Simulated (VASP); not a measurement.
# ZrSn15S32 (a cell with a defect) in VASP: electric field gradients with PBE

Aim: the electric field gradients of ZrSn15S32 (a cell with a defect) with PBE.

All numbers are computed with VASP 6.6.1; they aren't measurements. Logs are shortened: lines on timing, memory, paths and dates and some standing lists are left out, and cuts for length are marked.

### Step 1. The cell of the first run

The cell holds a defect, 48 atoms: a = 10.432 Å, b = 10.432 Å, c = 10.432 Å, α = 90.00°, β = 90.00°, γ = 90.00°.

### Step 2. Electric field gradients, PBE

INCAR reads:

```
SYSTEM = ZrSn15S32
  PREC = Accurate
  ENCUT = 520
  EDIFF = 1E-8
  ISMEAR = -1
  SIGMA = 0.01
  LREAL = Auto
  LASPH = .TRUE.
  NELM = 100
  ALGO = Normal
  ISIF = 2
  LWAVE = .FALSE.
  LCHARG = .FALSE.
  GGA = PE
  LEFG = .TRUE.
  NBANDS = 237
```

KPOINTS reads:

```
Automatic mesh
0
G
  2 2 2
  0 0 0
```

POSCAR reads:

```
ZrSn15S32
1.0
   10.4315875000      0.0000000000      0.0000000000
    0.0000000000     10.4315875000      0.0000000000
    0.0000000000      0.0000000000     10.4315875000
Zr Sn S
1 15 32
Direct
    0.6250000000      0.3750000000      0.3750000000
    0.1250000000      0.8750000000      0.3750000000
    0.1250000000      0.3750000000      0.8750000000
    0.6250000000      0.8750000000      0.8750000000
    0.3750000000      0.6250000000      0.3750000000
    0.8750000000      0.1250000000      0.3750000000
    0.8750000000      0.6250000000      0.8750000000
    0.3750000000      0.1250000000      0.8750000000
    0.3750000000      0.3750000000      0.6250000000
    0.8750000000      0.8750000000      0.6250000000
    0.8750000000      0.3750000000      0.1250000000
    0.3750000000      0.8750000000      0.1250000000
    0.6250000000      0.6250000000      0.6250000000
    0.1250000000      0.1250000000      0.6250000000
    0.1250000000      0.6250000000      0.1250000000
    0.6250000000      0.1250000000      0.1250000000
    0.3779877767      0.6220122233      0.6220122233
    0.8779877767      0.1220122233      0.6220122233
    0.8779877767      0.6220122233      0.1220122233
    0.3779877767      0.1220122233      0.1220122233
    0.6220122233      0.3779877767      0.6220122233
    0.1220122233      0.8779877767      0.6220122233
    0.1220122233      0.3779877767      0.1220122233
    0.6220122233      0.8779877767      0.1220122233
    0.6220122233      0.6220122233      0.3779877767
    0.1220122233      0.1220122233      0.3779877767
    0.1220122233      0.6220122233      0.8779877767
    0.6220122233      0.1220122233      0.8779877767
    0.3779877767      0.3779877767      0.3779877767
    0.8779877767      0.8779877767      0.3779877767
    0.8779877767      0.3779877767      0.8779877767
    0.3779877767      0.8779877767      0.8779877767
    0.8720122233      0.6279877767      0.6279877767
    0.3720122233      0.1279877767      0.6279877767
    0.3720122233      0.6279877767      0.1279877767
    0.8720122233      0.1279877767      0.1279877767
    0.6279877767      0.8720122233      0.6279877767
    0.1279877767      0.3720122233      0.6279877767
    0.1279877767      0.8720122233      0.1279877767
    0.6279877767      0.3720122233      0.1279877767
    0.6279877767      0.6279877767      0.8720122233
    0.1279877767      0.1279877767      0.8720122233
    0.1279877767      0.6279877767      0.3720122233
    0.6279877767      0.1279877767      0.3720122233
    0.8720122233      0.8720122233      0.8720122233
    0.3720122233      0.3720122233      0.8720122233
    0.3720122233      0.8720122233      0.3720122233
    0.8720122233      0.3720122233      0.3720122233
```

Potentials or basis: VASP PAW PBE potentials, release 64 (Zr_sv, Sn_d, S).

Command:

```bash
cat potpaw_PBE.64/Zr_sv/POTCAR potpaw_PBE.64/Sn_d/POTCAR potpaw_PBE.64/S/POTCAR > POTCAR
mpirun -np 1 vasp_std > vasp.out
```

OUTCAR:

```text
SYSTEM = ZrSn15S32
   PREC = Accurate
   ENCUT = 520
   EDIFF = 1E-8
   ISMEAR = -1
   LREAL = Auto
   LASPH = .TRUE.
   NELM = 100
   ISIF = 2
   GGA = PE

 ion  position               nearest neighbor table
   1  0.625  0.375  0.375-  21 2.58  25 2.58  29 2.58  40 2.58  44 2.58  48 2.58   5 3.69   6 3.69
                             9 3.69  11 3.69  13 3.69  16 3.69
   2  0.125  0.875  0.375-  22 2.58  26 2.58  30 2.58  39 2.58  43 2.58  47 2.58   5 3.69   6 3.69
                            10 3.69  12 3.69  14 3.69  15 3.69
   3  0.125  0.375  0.875-  23 2.58  27 2.58  31 2.58  38 2.58  42 2.58  46 2.58   7 3.69   8 3.69
                             9 3.69  11 3.69  14 3.69  15 3.69
   4  0.625  0.875  0.875-  24 2.58  28 2.58  32 2.58  37 2.58  41 2.58  45 2.58   7 3.69   8 3.69
                            10 3.69  12 3.69  13 3.69  16 3.69
   5  0.375  0.625  0.375-  17 2.58  25 2.58  29 2.58  35 2.58  43 2.58  47 2.58   1 3.69   2 3.69
                             9 3.69  12 3.69  13 3.69  15 3.69
   6  0.875  0.125  0.375-  18 2.58  26 2.58  30 2.58  36 2.58  44 2.58  48 2.58   1 3.69   2 3.69
                            10 3.69  11 3.69  14 3.69  16 3.69
   7  0.875  0.625  0.875-  19 2.58  27 2.58  31 2.58  33 2.58  41 2.58  45 2.58   3 3.69   4 3.69
                            10 3.69  11 3.69  13 3.69  15 3.69
   8  0.375  0.125  0.875-  20 2.58  28 2.58  32 2.58  34 2.58  42 2.58  46 2.58   3 3.69   4 3.69
                             9 3.69  12 3.69  14 3.69  16 3.69
   9  0.375  0.375  0.625-  17 2.58  21 2.58  29 2.58  34 2.58  38 2.58  46 2.58   1 3.69   3 3.69
[... 45 lines left out ...]
  47  0.372  0.872  0.372-   2 2.58   5 2.58  12 2.58
  48  0.872  0.372  0.372-   1 2.58   6 2.58  11 2.58

  LATTYP: Found a simple cubic cell.
 ALAT       =    10.4315875000

  Lattice vectors:

 A1 = (  10.4315875000,   0.0000000000,   0.0000000000)
 A2 = (   0.0000000000,  10.4315875000,   0.0000000000)
 A3 = (   0.0000000000,   0.0000000000,  10.4315875000)

Analysis of symmetry for initial positions (statically):
=====================================================================
 Subroutine PRICEL returns:
 Original cell was already a primitive cell.

 Routine SETGRP: Setting up the symmetry group for a
 simple cubic supercell.

 Subroutine GETGRP returns: Found 12 space group operations
 (whereof  6 operations were pure point group operations)
 out of a pool of 48 trial point group operations.

[... 1134 lines left out ...]
  Direction    XX          YY          ZZ          XY          YZ          ZX
  --------------------------------------------------------------------------------------
  -------------------------------------------------------------------------------------
  Total       15.1316454     15.1316454     15.1316454      0.1282633     -0.1282633      0.1282633
  in kB       21.3572593     21.3572593     21.3572593      0.1810347     -0.1810347      0.1810347
  external PRESSURE =      21.3572593 kB  Pullay stress =       0.0000000 kB

 VOLUME and BASIS-vectors are now :
 -----------------------------------------------------------------------------
  energy-cutoff  :      520.00
  volume of cell :     1135.14
      direct lattice vectors                 reciprocal lattice vectors
    10.431587500  0.000000000  0.000000000     0.095862686  0.000000000  0.000000000
     0.000000000 10.431587500  0.000000000     0.000000000  0.095862686  0.000000000
     0.000000000  0.000000000 10.431587500     0.000000000  0.000000000  0.095862686

 POSITION                                       TOTAL-FORCE (eV/Angst)
 -----------------------------------------------------------------------------------
      6.51974      3.91185      3.91185        -0.000000      0.000000      0.000000
      1.30395      9.12764      3.91185        -0.000000      0.000000      0.000000
      1.30395      3.91185      9.12764        -0.000000      0.000000     -0.000000
      6.51974      9.12764      9.12764        -0.000000      0.000000      0.000000
      3.91185      6.51974      3.91185         0.017903     -0.017903     -0.081905
      9.12764      1.30395      3.91185        -0.017903      0.017903      0.081905
[... 40 lines left out ...]
      3.88068      9.09647      3.88068         0.108568      0.149656      0.140791
      9.09647      3.88068      3.88068         0.229414      0.128271      0.128271
 -----------------------------------------------------------------------------------
    total drift:                                0.000000     -0.000000      0.000000

  FREE ENERGIE OF THE ION-ELECTRON SYSTEM (eV)
  ---------------------------------------------------
  free  energy   TOTEN  =      -218.4760947323 eV

  energy  without entropy=     -218.4760947323  energy(sigma->0) =     -218.47609473

 Electric field gradients (V/A^2)
---------------------------------------------------------------------
 ion       V_xx      V_yy      V_zz      V_xy      V_xz      V_yz
---------------------------------------------------------------------
   1       0.000     0.000    -0.000    11.014    11.014   -11.014
   2      -0.915    -0.915     1.830     6.366     6.178    -6.178
   3      -0.915     1.830    -0.915     6.178     6.366    -6.178
   4       1.830    -0.915    -0.915     6.178     6.178    -6.366
   5      -0.101    -0.101     0.201    -6.688    -6.850     6.850
   6      -0.101    -0.101     0.201    -6.688    -6.850     6.850
[... 40 lines left out ...]
  47      -0.206    -0.502     0.708   -29.651   -29.131   -29.145
  48     -81.310    40.655    40.655   -14.551   -14.551   -25.699
---------------------------------------------------------------------

 Electric field gradients after diagonalization (V/A^2)
 (convention: |V_zz| > |V_xx| > |V_yy|)
----------------------------------------------------------------------
 ion       V_xx      V_yy      V_zz     asymmetry (V_yy - V_xx)/ V_zz
----------------------------------------------------------------------
   1      11.014    11.014   -22.027       0.000
   2       7.127     5.451   -12.579       0.133
   3       7.127     5.451   -12.579       0.133
   4       7.127     5.451   -12.579       0.133
   5      -6.806    -6.789    13.595       0.001
   6      -6.806    -6.789    13.595       0.001
[... 40 lines left out ...]
  47      29.390    29.234   -58.624       0.003
  48      66.354    19.170   -85.524       0.552
----------------------------------------------------------------------

           NMR quadrupolar parameters

 Cq : quadrupolar parameter    Cq=e*Q*V_zz/h
 eta: asymmetry parameters     (V_yy - V_xx)/ V_zz
 Q  : nuclear electric quadrupole moment in mb (millibarn)
----------------------------------------------------------------------
 ion       Cq(MHz)       eta       Q (mb)
----------------------------------------------------------------------
   1      -0.053       0.000       1.000
   2      -0.030       0.133       1.000
   3      -0.030       0.133       1.000
   4      -0.030       0.133       1.000
   5       0.033       0.001       1.000
   6       0.033       0.001       1.000
[... 40 lines left out ...]
  47      -0.142       0.003       1.000
  48      -0.207       0.552       1.000
----------------------------------------------------------------------
```

It took 39 min on 1 thread of Intel Xeon Platinum 8488C (Sapphire Rapids), shared host; peak memory 1.4 GiB.

What came out:

| Item | Value |
| --- | --- |
| Free energy | -218.4761 eV |
| Pressure | 2.1 GPa |
| Largest force | 0.292 eV/Å |
| Band gap on the k mesh | 1.04 eV |
| Largest electric field gradient by atom | Zr -22.0; Sn -12.6, +13.6, -12.7 (each value once); S -53.3, -59.8, -85.5, -57.9, -58.6 (each value once) V/Å² |

Forces in eV/Å, atoms in the order of the input:
```
Zr   0.000  0.000  0.000
Sn   0.000  0.000  0.000
Sn   0.000  0.000  0.000
Sn   0.000  0.000  0.000
Sn   0.018 -0.018 -0.082
Sn  -0.018  0.018  0.082
Sn  -0.010 -0.010  0.000
Sn   0.010  0.010  0.000
Sn   0.018 -0.082 -0.018
Sn  -0.010  0.000 -0.010
Sn  -0.018  0.082  0.018
Sn   0.010  0.000  0.010
Sn   0.082 -0.018 -0.018
Sn   0.000  0.010 -0.010
Sn   0.000 -0.010  0.010
Sn  -0.082  0.018  0.018
S   -0.074  0.074  0.074
S   -0.151  0.151  0.097
S   -0.151  0.097  0.151
S   -0.097  0.151  0.151
S    0.128 -0.128  0.229
S    0.139 -0.139  0.157
S    0.150 -0.141  0.109
S    0.141 -0.150  0.109
S    0.128  0.229 -0.128
S    0.150  0.109 -0.141
S    0.139  0.157 -0.139
S    0.141  0.109 -0.150
S   -0.229 -0.128 -0.128
S   -0.109 -0.150 -0.141
S   -0.109 -0.141 -0.150
S   -0.157 -0.139 -0.139
S    0.097 -0.151 -0.151
S    0.151 -0.097 -0.151
S    0.151 -0.151 -0.097
S    0.074 -0.074 -0.074
S   -0.141  0.150 -0.109
S   -0.150  0.141 -0.109
S   -0.139  0.139 -0.157
S   -0.128  0.128 -0.229
S   -0.141 -0.109  0.150
S   -0.139 -0.157  0.139
S   -0.150 -0.109  0.141
S   -0.128 -0.229  0.128
S    0.157  0.139  0.139
S    0.109  0.141  0.150
S    0.109  0.150  0.141
S    0.229  0.128  0.128
```

Electric field gradients, principal values (V/Å²):
| atom | least | middle | greatest (by size) |
| --- | --- | --- | --- |
| 1 Zr | 11.014 | 11.014 | -22.027 |
| 2 Sn | 5.451 | 7.127 | -12.579 |
| 3 Sn | 5.451 | 7.127 | -12.579 |
| 4 Sn | 5.451 | 7.127 | -12.579 |
| 5 Sn | -6.789 | -6.806 | 13.595 |
| 6 Sn | -6.789 | -6.806 | 13.595 |
| 7 Sn | 6.026 | 6.709 | -12.735 |
| 8 Sn | 6.026 | 6.709 | -12.735 |
| 9 Sn | -6.789 | -6.806 | 13.595 |
| 10 Sn | 6.026 | 6.709 | -12.735 |
| 11 Sn | -6.789 | -6.806 | 13.595 |
| 12 Sn | 6.026 | 6.709 | -12.735 |
| 13 Sn | -6.789 | -6.806 | 13.595 |
| 14 Sn | 6.026 | 6.709 | -12.735 |
| 15 Sn | 6.026 | 6.709 | -12.735 |
| 16 Sn | -6.789 | -6.806 | 13.595 |
| 17 S | 26.627 | 26.627 | -53.254 |
| 18 S | 26.694 | 33.110 | -59.803 |
| 19 S | 26.694 | 33.110 | -59.803 |
| 20 S | 26.694 | 33.110 | -59.803 |
| 21 S | 19.170 | 66.354 | -85.524 |
| 22 S | 27.540 | 30.362 | -57.903 |
| 23 S | 29.234 | 29.390 | -58.624 |
| 24 S | 29.234 | 29.390 | -58.624 |
| 25 S | 19.170 | 66.354 | -85.524 |
| 26 S | 29.234 | 29.390 | -58.624 |
| 27 S | 27.540 | 30.362 | -57.903 |
| 28 S | 29.234 | 29.390 | -58.624 |
| 29 S | 19.170 | 66.354 | -85.524 |
| 30 S | 29.234 | 29.390 | -58.624 |
| 31 S | 29.234 | 29.390 | -58.624 |
| 32 S | 27.540 | 30.362 | -57.903 |
| 33 S | 26.694 | 33.110 | -59.803 |
| 34 S | 26.694 | 33.110 | -59.803 |
| 35 S | 26.694 | 33.110 | -59.803 |
| 36 S | 26.627 | 26.627 | -53.254 |
| 37 S | 29.234 | 29.390 | -58.624 |
| 38 S | 29.234 | 29.390 | -58.624 |
| 39 S | 27.540 | 30.362 | -57.903 |
| 40 S | 19.170 | 66.354 | -85.524 |
| 41 S | 29.234 | 29.390 | -58.624 |
| 42 S | 27.540 | 30.362 | -57.903 |
| 43 S | 29.234 | 29.390 | -58.624 |
| 44 S | 19.170 | 66.354 | -85.524 |
| 45 S | 27.540 | 30.362 | -57.903 |
| 46 S | 29.234 | 29.390 | -58.624 |
| 47 S | 29.234 | 29.390 | -58.624 |
| 48 S | 19.170 | 66.354 | -85.524 |

Caveat: without QUAD_EFG the Cq values of the log hold for a quadrupole moment of 1 mb, not for the nuclei; spin-orbit coupling is left out, which moves the levels of the heavy elements.
